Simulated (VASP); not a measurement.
**Mg2Ge2N: single point with PBE**

The system is Mg2Ge2N.

```xyz
5
Lattice="4.0658 0.0000 0.0000 0.0000 4.0658 0.0000 0.0000 0.0000 6.6761" Properties=species:S:1:pos:R:3 pbc="T T T"
Mg    2.0329    0.0000    3.7120
Mg    0.0000    2.0329    3.7120
Ge    0.0000    0.0000    1.5334
Ge    0.0000    0.0000    5.8887
N     2.0329    2.0329    3.7082
```

```yaml
Program: VASP 6.6.1
Task: single point
Functional: PBE
Potentials_or_basis: VASP PAW PBE potentials, release 64 (Mg, Ge_d, N)
Cutoff: 520 eV
k_mesh: 10 × 10 × 6
Occupations: gaussian, width 0.1 eV
Spin: no spin polarisation
Dipole_correction: no
Further_INCAR_settings: ALGO = Normal; EDIFF = 1e-07; NBANDS = 26
```

```
Pressure               : -0.1 GPa
Largest force          : 0.005 eV/Å
Band gap on the k mesh : zero (an odd number of electrons rules out a gap without spin polarisation)
```

Forces on the atoms (eV/Å):
```
Mg   0.000  0.000 -0.002
Mg   0.000  0.000 -0.002
Ge   0.000  0.000  0.005
Ge   0.000  0.000 -0.003
N    0.000  0.000  0.002
```

Levels at points of the mesh, in eV from the Fermi level:
```
           k point  band 15  band 16  band 17  band 18  band 19  band 20  band 21  band 22  band 23  band 24
(0.00, 0.00, 0.00)    -2.83    -2.83    -1.11     0.58     0.58     2.34     2.34     3.72     4.02     5.03
(0.50, 0.00, 0.00)    -2.66    -2.49    -2.48    -1.09     0.40     1.21     2.85     3.02     4.89     4.91
(0.50, 0.50, 0.00)    -4.32    -3.26    -1.52    -1.19    -1.19    -0.20    -0.20     3.97     5.03     5.03
(0.00, 0.00, 0.50)    -2.78    -2.78    -0.09     0.12     0.32     0.32     2.53     2.53     4.59     4.75
(0.50, 0.00, 0.50)    -2.99    -2.49    -1.73    -1.06    -0.43     0.74     1.75     1.87     5.47     5.60
(0.50, 0.50, 0.50)    -4.16    -2.03    -2.03    -1.56    -1.23     0.75     0.75     0.90     4.82     5.60
```

It took 4.5 min on 1 thread of Intel Xeon 8259CL, on a shared host, peak memory 0.37 GiB.

Caveat: an odd number of electrons without spin polarisation forces a metal; a magnetic or distorted state may lie lower.
